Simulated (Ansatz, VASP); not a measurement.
## Rh in VASP and in Ansatz

Contents of INCAR:

```
ALGO = Fast
EDIFF = 1E-6
ENCUT = 520
GGA = CA
ISIF = 2
ISMEAR = 0
LASPH = T
LCHARG = F
LREAL = F
LWAVE = F
NBANDS = 38
NELM = 80
PREC = Accurate
SIGMA = 0.15
```

File KPOINTS:

```
k-points
0
Gamma
  18 18 6
```

The input POSCAR:

```
Rh
1.0
    3.0469446963      0.0000000000      0.0000000000
   -1.5234723482      2.1324558973      0.0000000000
    0.0000000000      0.0000000000      8.0315990299
Rh
4
Direct
    0.0000000000      0.0000000000      0.0000000000
    0.3333333333      0.6666666667      0.2500000000
    0.0000000000      0.0000000000      0.5000000000
    0.6666666667      0.3333333333      0.7500000000
```

Input for Ansatz:

```yaml
crystal:
  lattice:
    - [3.0469446963, 0.0, 0.0]
    - [-1.5234723482, 2.1324558973, 0.0]
    - [0.0, 0.0, 8.0315990299]
  atoms:
    - { symbol: Rh, position: [0.0, 0.0, 0.0] }
    - { symbol: Rh, position: [0.3333333333, 0.6666666667, 0.25] }
    - { symbol: Rh, position: [0.0, 0.0, 0.5] }
    - { symbol: Rh, position: [0.6666666667, 0.3333333333, 0.75] }
basis:
  ecutwfc: 420
kpoints:
  mp_grid: { grid: [18, 18, 6] }
hamiltonian:
  xc: lda
  pseudopotentials: { kind: paw, azcp: { folder: soft_1 } }
scf:
  occupations: { method: gaussian, width: 0.15 }
output:
  forces: true
  stress: true
  eigenvalues: true
```

Change from the starting cell: strain +e along x and -e along y +0.1100, strain +e along z and -e/2 along x and y -0.0733.

Alike in both runs: task single point; functional LDA; k mesh 18 × 18 × 6; occupations gaussian, width 0.15 eV; no spin polarisation.

```csv
,VASP,Ansatz
version,VASP 6.6.1,Ansatz 0.2.0
potentials or method,"VASP PAW LDA potentials, release 64 (Rh_pv), cutoff 520 eV","scalar-relativistic, plane waves, PAW"
valence electrons in the cell,60,68
```

```tsv
	VASP	Ansatz	Ansatz less VASP
gap on the k mesh at the Fermi level (eV)	none	none	-
pressure (GPa)	16.6	15.5	-1.04
traceless stress, the component that is largest in VASP (GPa)	-19.32	-19.05	+0.270
rms of the force components (eV/Å)	0.527	0.520	-0.0070
```

Ansatz warns that its potentials were made for another functional, while VASP's fit it. LDA's correlation is that of Perdew and Zunger in VASP and of Perdew and Wang (1992) in Ansatz. Atom by atom the forces differ by 0.007 eV/Å (rms over components). A gap of «none» marks a metal or a gap that the smearing closes. VASP's potentials hold 60 valence electrons a cell and Ansatz's 68, so a difference there can come from the potentials and not from the codes.
